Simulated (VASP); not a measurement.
Wanted: the native input for a VASP 6.6.1 run.

- Task: relaxation of shape and atoms at fixed volume
- Functional: PBE
- Potentials or basis: VASP PAW PBE potentials, release 64 (Mg)
- Cutoff: 600 eV
- k mesh: 11 × 11 × 3
- Occupations: fermi-dirac, width 0.08 eV
- Spin: no spin polarisation
- Dipole correction: no
- Further INCAR settings: ALGO = Normal; EDIFF = 1e-06; IBRION = 2; EDIFFG = -0.005; NSW = 50; ISIF = 4

The structure of Mg lies in POSCAR:

```
Mg
1.0
    2.4491043376      0.0000000000      0.0000000000
   -1.2245521688      2.1209865729      0.0000000000
    0.0000000000      0.0000000000      7.9659717964
Mg
4
Direct
    0.0000000000      0.0000000000      0.0000000000
    0.0000000000      0.0000000000      0.5000000000
    0.3333333333      0.6666666667      0.2500000000
    0.6666666667      0.3333333333      0.7500000000
```

The input as run:

INCAR

```
SYSTEM = Mg
PREC = Accurate
ENCUT = 600
EDIFF = 1E-6
ISMEAR = -1
SIGMA = 0.08
LREAL = .False.
LASPH = .True.
NELM = 80
ALGO = Normal
ISIF = 4
LWAVE = .False.
LCHARG = .False.
GGA = PE
IBRION = 2
NSW = 50
EDIFFG = -0.005
```

KPOINTS

```
Automatic mesh
0
Gamma
  11 11 3
  0 0 0
```

Potentials or basis: VASP PAW PBE potentials, release 64 (Mg).

Run with:

```console
$ cat potpaw_PBE.64/Mg/POTCAR > POTCAR
$ mpirun -np 1 vasp_std > vasp.out
```

It gave:

| Property | Result |
| --- | --- |
| Energy gained by relaxing | 0.2 meV/atom |
| Ionic steps | 3 |
| Pressure after relaxing | 135.9 GPa |
| Band gap on the k mesh | zero (band 4 reaches 9.62 eV, above the bottom of band 5 at 7.26 eV) |

Wall time 12 s on 1 thread of Intel(R) Xeon(R) 6975P-C (Granite Rapids) (shared host), peak memory 0.16 GiB.
